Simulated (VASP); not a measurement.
Runs of VASP 6.6.1 on LiCl. The structure is that of space group P6_3mc (No. 186), or close to it. The cells are those of the table. 

```tsv
cell	smearing	gap on the mesh (eV)	largest force (eV/Å)
a = 3.689, b = 3.689, c = 6.357 Å, angles 90.0, 90.0, 120.0°, 4 atoms	gaussian 0.05 eV	(b)	0.18
a = 4.131, b = 4.131, c = 6.357 Å, angles 90.0, 90.0, 120.0°, 4 atoms	gaussian 0.05 eV	5.17	0.07
a = 4.160, b = 4.160, c = 6.357 Å, angles 90.0, 90.0, 120.0°, 4 atoms	gaussian 0.05 eV	5.12	0.08
a = 3.984, b = 3.984, c = 6.357 Å, angles 90.0, 90.0, 120.0°, 4 atoms	gaussian 0.05 eV	5.42	0.04
a = 3.748, b = 3.748, c = 6.357 Å, angles 90.0, 90.0, 120.0°, 4 atoms	gaussian 0.05 eV	(a)	0.11
a = 3.866, b = 3.866, c = 6.357 Å, angles 90.0, 90.0, 120.0°, 4 atoms	tetrahedron	5.63	0.02
a = 3.866, b = 3.866, c = 6.357 Å, angles 90.0, 90.0, 120.0°, 4 atoms	gaussian 0.05 eV	5.63	0.02
```

Alike in all rows: task single point; level LDA; potentials or basis VASP PAW LDA potentials, release 64 (Li_sv, Cl); no spin polarisation; k mesh 9 × 9 × 4; cutoff (eV) 520.

Q: Estimate the missing entries.

A: (a) 5.80; (b) 5.88.

Caveats: an odd mesh through Γ misses points on the zone boundary, where band edges can lie.
